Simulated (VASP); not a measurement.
# GaP (F-43m) in VASP: further runs, part 2 of 2

VASP 6.6.1. The steps go on from the part before.

**4. Relaxation of cell and atoms, r2SCAN, target pressure 1 GPa, at which the enthalpy is minimised**

This run uses another cell than the first one, of 20.24 Å³/atom.

POSCAR reads:

```
GaP
1.0
    0.0000000000      2.7252500000      2.7252500000
    2.7252500000      0.0000000000      2.7252500000
    2.7252500000      2.7252500000      0.0000000000
Ga P
1 1
Direct
    0.0000000000      0.0000000000      0.0000000000
    0.7500000000      0.7500000000      0.7500000000
```

INCAR.step1 reads:

```
PREC     = Accurate       # precision mode
ENCUT    = 600            # plane-wave cutoff, eV
ISMEAR   = 0              # smearing method
SIGMA    = 0.01           # smearing width, eV
LREAL    = F              # projectors in reciprocal space
LASPH    = T              # aspherical terms in the spheres
NELM     = 80             # most SCF steps
GGA      = PE             # functional
ALGO     = Normal         # electronic algorithm
EDIFF    = 1E-4           # SCF threshold, eV
LWAVE    = T              # write WAVECAR
LCHARG   = F              # write CHGCAR
```

INCAR.step2 reads:

```
PREC     = Accurate       # precision mode
ENCUT    = 600            # plane-wave cutoff, eV
EDIFF    = 1E-6           # SCF threshold, eV
ISMEAR   = 0              # smearing method
SIGMA    = 0.01           # smearing width, eV
LREAL    = F              # projectors in reciprocal space
LASPH    = T              # aspherical terms in the spheres
NELM     = 80             # most SCF steps
ALGO     = Normal         # electronic algorithm
ISIF     = 3              # what is computed and relaxed
LWAVE    = F              # write WAVECAR
LCHARG   = F              # write CHGCAR
METAGGA  = R2SCAN         # meta-GGA
LMIXTAU  = T            
IBRION   = 2              # ionic algorithm
NSW      = 100            # ionic steps
EDIFFG   = -0.002         # ionic threshold
PSTRESS  = 10.0         
ISTART   = 1
```

KPOINTS reads:

```
Automatic mesh
0
Gamma
  8 8 8
```

Potentials or basis: VASP PAW PBE potentials, release 64 (Ga_d, P).

Launch:

```console
> cat potpaw_PBE.64/Ga_d/POTCAR potpaw_PBE.64/P/POTCAR > POTCAR
> cp INCAR.step1 INCAR
> mpirun -np 1 vasp_std > vasp.out
> cp INCAR.step2 INCAR
> mpirun -np 1 vasp_std > vasp.out
```

OUTCAR:

```text
PREC = Accurate
   ENCUT = 600
   EDIFF = 1E-6
   ISMEAR = 0
   LREAL = F
   LASPH = T
   NELM = 80
   ISIF = 3
   METAGGA = R2SCAN
   IBRION = 2
   NSW = 100
   EDIFFG = -0.002
   PSTRESS = 10.0
   ISTART = 1

 ion  position               nearest neighbor table
   1  0.000  0.000  0.000-   2 2.36   2 2.36   2 2.36   2 2.36
   2  0.750  0.750  0.750-   1 2.36   1 2.36   1 2.36   1 2.36

  LATTYP: Found a face centered cubic cell.
 ALAT       =     5.4505000000

  Lattice vectors:

 A1 = (   0.0000000000,   2.7252500000,   2.7252500000)
 A2 = (   2.7252500000,   0.0000000000,   2.7252500000)
 A3 = (   2.7252500000,   2.7252500000,   0.0000000000)

Analysis of symmetry for initial positions (statically):
=====================================================================
 Subroutine PRICEL returns:
 Original cell was already a primitive cell.

 Routine SETGRP: Setting up the symmetry group for a
 face centered cubic supercell.

 Subroutine GETGRP returns: Found 24 space group operations
 (whereof 24 operations were pure point group operations)
 out of a pool of 48 trial point group operations.

The static configuration has the point symmetry T_d .

[... 272 lines left out ...]

[... ionic steps 4 to 8 ...]

--------------------------------------- Ionic step        9  -------------------------------------------

 number of electron      18.0000007 magnetization

------------------------ aborting loop because EDIFF is reached ----------------------------------------
[... 71 lines left out ...]
--------------------------------------- Ionic step       11  -------------------------------------------

 number of electron      18.0000007 magnetization

 Free energy of the ion-electron system (eV)
  ---------------------------------------------------
  ext. energy  EPLUGINS =         0.00000000
  ---------------------------------------------------
  free energy    TOTEN  =       -21.46290608 eV

  energy without entropy =      -21.46290608  energy(sigma->0) =      -21.46290608

 E-fermi :   4.6919     XC(G=0): -10.6048

 val. band max:        4.5808286593   @ k =   0.0000   0.0000   0.0000
 cond. band min:       6.4653010996   @ k =   0.3750   0.3750   0.0000
 fundamental gap:      1.8844724403
 Fermi energy:         4.6919018918

 k-point     1 :       0.0000    0.0000    0.0000
  band No.  band energies     occupation
      1     -10.4283      2.00000
      2     -10.4283      2.00000
      3     -10.4283      2.00000
      4     -10.3113      2.00000
      5     -10.3113      2.00000
      6      -8.5302      2.00000
      7       4.5808      2.00000
      8       4.5808      2.00000
      9       4.5808      2.00000
     10       7.0265      0.00000
     11       8.7682      0.00000
     12       8.7683      0.00000
     13       8.7683      0.00000
[... 354 lines left out ...]
  band No.  band energies     occupation
      1     -10.5332      2.00000
      2     -10.3924      2.00000
      3     -10.3800      2.00000
      4     -10.3171      2.00000
      5     -10.3033      2.00000
      6      -5.8994      2.00000
      7      -2.0924      2.00000
      8       1.2495      2.00000
      9       2.5388      2.00000
     10       8.4393      0.00000
     11       9.2228      0.00000
     12      11.5375      0.00000
     13      13.0538      0.00000

 [... further k-points ...]
[... 5 lines left out ...]
  --------------------------------------------------------------------------------------
  -------------------------------------------------------------------------------------
  Total        0.2481308      0.2481308      0.2481308     -0.0000000      0.0000000     -0.0000000
  in kB        9.9339898      9.9339898      9.9339898     -0.0000000      0.0000000     -0.0000000
  external PRESSURE =      -0.0660102 kB  Pullay stress =      10.0000000 kB
[... 21 lines left out ...]
  energy  without entropy=      -21.4629060760  energy(sigma->0) =      -21.46290608

  enthalpy is  TOTEN    =       -21.2131264477 eV   P V=        0.2497796283

 reached required accuracy - stopping structural energy minimisation
```

Run time: 4.5 min. Hardware: 1 thread of Intel Xeon Platinum 8259CL at 2.50GHz (Skylake/Cascade Lake), shared host; peak memory 0.2 GiB.

Results:

```
Free energy                                                : -21.4629 eV
Relaxed volume                                             : 20.01 Å³/atom
Relaxed cell                                               : a = 3.839 Å, b = 3.839 Å, c = 3.839 Å, α = 60.00°, β = 60.00°, γ = 60.00°
Space group after relaxing (to 0.1 Å)                      : F-43m (No. 216)
Energy change on relaxing (the run minimises the enthalpy) : +0.7 meV/atom
Ionic steps                                                : 11
Pressure after relaxing                                    : 1.0 GPa
Band gap on the k mesh                                     : 1.88 eV (least direct gap 2.45 eV)
```

The path:
| step | energy change (eV) | largest force (eV/Å) | pressure (GPa) | volume (Å³) |
| --- | --- | --- | --- | --- |
| 1 | 0.0000 | 0.0000 | -0.03 | 40.48 |
| 2 | 0.0038 | 0.0000 | 1.69 | 39.72 |
| 3 | 0.0014 | 0.0000 | 0.67 | 40.01 |
| 4 | 0.0020 | 0.0000 | 1.32 | 39.92 |
| 5 | 0.0017 | 0.0000 | 1.09 | 39.96 |
| 6 | 0.0016 | 0.0000 | 1.15 | 39.98 |
| 7 | 0.0015 | 0.0000 | 1.06 | 39.99 |
| 8 | 0.0012 | 0.0000 | 0.90 | 40.03 |
| 9 | 0.0013 | 0.0000 | 1.04 | 40.02 |
| 10 | 0.0013 | 0.0000 | 0.96 | 40.02 |
| 11 | 0.0013 | 0.0000 | 0.99 | 40.02 |

Final structure:
```
Ga P
1.0
     0.00000    2.71485    2.71485
     2.71485    0.00000    2.71485
     2.71485    2.71485    0.00000
Ga P
1 1
Direct
  0.00000 0.00000 0.00000
  0.75000 0.75000 0.75000
```

Caveat: the cell is relaxed towards a set pressure, so the run minimises the enthalpy, not the energy; the PAW data sets were made with another functional, which shifts forces and pressure a little.

**5. Relaxation of cell and atoms, r2SCAN, target pressure 2 GPa, at which the enthalpy is minimised**

This run uses another cell than the first one, of 20.24 Å³/atom.

POSCAR is that of step 4.

INCAR.step1 reads:

```
SYSTEM = GaP
  ALGO = Normal
  EDIFF = 1E-4
  ENCUT = 600
  GGA = PE
  ISMEAR = 0
  LASPH = .True.
  LCHARG = .False.
  LREAL = .False.
  LWAVE = .True.
  NELM = 60
  PREC = Accurate
  SIGMA = 0.01
```

INCAR.step2 reads:

```
SYSTEM = GaP
  ALGO = Normal
  EDIFF = 1E-7
  EDIFFG = -0.002
  ENCUT = 600
  IBRION = 2
  ISIF = 3
  ISMEAR = 0
  ISTART = 1
  LASPH = .True.
  LCHARG = .False.
  LMIXTAU = .True.
  LREAL = .False.
  LWAVE = .False.
  METAGGA = R2SCAN
  NELM = 60
  NSW = 100
  PREC = Accurate
  PSTRESS = 20.0
  SIGMA = 0.01
```

KPOINTS reads:

```
k-points
0
Gamma
  8 8 8
  0 0 0
```

Launch:

```console
> cat potpaw_PBE.64/Ga_d/POTCAR potpaw_PBE.64/P/POTCAR > POTCAR
> cp INCAR.step1 INCAR
> mpirun -np 1 vasp_std > vasp.out
> cp INCAR.step2 INCAR
> mpirun -np 1 vasp_std > vasp.out
```

Wall time 3.1 min (1 thread of Intel Xeon Platinum 8259CL at 2.50GHz (Skylake/Cascade Lake), shared host); peak memory 0.2 GiB.

The run converged. Its results:

| Property | Result |
| --- | --- |
| Free energy | -21.4592 eV |
| Relaxed volume | 19.81 Å³/atom |
| Relaxed cell | a = 3.826 Å, b = 3.826 Å, c = 3.826 Å, α = 60.00°, β = 60.00°, γ = 60.00° |
| Space group after relaxing (to 0.1 Å) | F-43m (No. 216) |
| Energy change on relaxing (the run minimises the enthalpy) | +2.5 meV/atom |
| Ionic steps | 4 |
| Pressure after relaxing | 2.0 GPa |
| Band gap on the k mesh | 1.87 eV (least direct gap 2.54 eV) |

Step by step:
```
step  energy change (eV)  largest force (eV/Å)  pressure (GPa)  volume (Å³)
   1              0.0000                0.0000           -0.03        40.48
   2              0.0156                0.0000            3.56        39.00
   3              0.0053                0.0000            2.04        39.60
   4              0.0051                0.0000            1.99        39.61
```

Final structure:
```xyz
2
Lattice="0.0000 2.7057 2.7057 2.7057 0.0000 2.7057 2.7057 2.7057 0.0000" Properties=species:S:1:pos:R:3 pbc="T T T"
Ga    0.0000    0.0000    0.0000
P     4.0585    4.0585    4.0585
```

Levels at points of the mesh, in eV from the valence-band top:
| k point | band 6 | band 7 | band 8 | band 9 | band 10 | band 11 | band 12 | band 13 |
| --- | --- | --- | --- | --- | --- | --- | --- | --- |
| (0.00, 0.00, 0.00) | -13.19 | 0.00 | 0.00 | 0.00 | 2.54 | 4.18 | 4.18 | 4.18 |
| (0.50, 0.00, 0.00) | -10.96 | -6.98 | -1.20 | -1.20 | 2.11 | 5.05 | 5.05 | 8.88 |
| (0.50, 0.50, 0.00) | -9.99 | -7.07 | -2.88 | -2.88 | 1.87 | 2.08 | 11.52 | 11.52 |

Caveat: the cell is relaxed towards a set pressure, so the run minimises the enthalpy, not the energy; the PAW data sets were made with another functional, which shifts forces and pressure a little.

**6. The runs side by side**

| task | cell | cutoff (eV) | gap on the mesh (eV) | pressure (GPa) |
| --- | --- | --- | --- | --- |
| single point | a = 3.827 Å, angles 60.0°, 2 atoms | 520 | 1.87 | 2.0 |
| single point | a = 3.840 Å, angles 60.0°, 2 atoms | 520 | 1.89 | 0.9 |
| relaxation of cell and atoms | relaxed to 1 GPa from a = 3.854 Å, angles 60.0°, 2 atoms | 600 | 1.88 | 1.0 |
| relaxation of cell and atoms | relaxed to 2 GPa from a = 3.854 Å, angles 60.0°, 2 atoms | 600 | 1.87 | 2.0 |

Alike in all rows: level r2SCAN; potentials or basis VASP PAW PBE potentials, release 64 (Ga_d, P); no spin polarisation; k mesh 8 × 8 × 8; smearing gaussian 0.01 eV.

Caveats: the PAW data sets were made with another functional, which shifts forces and pressure a little; the cell is relaxed towards a set pressure, so the run minimises the enthalpy, not the energy (at least some runs).

Total energies depend on the potentials used, so only differences within one code and one set of settings carry meaning.
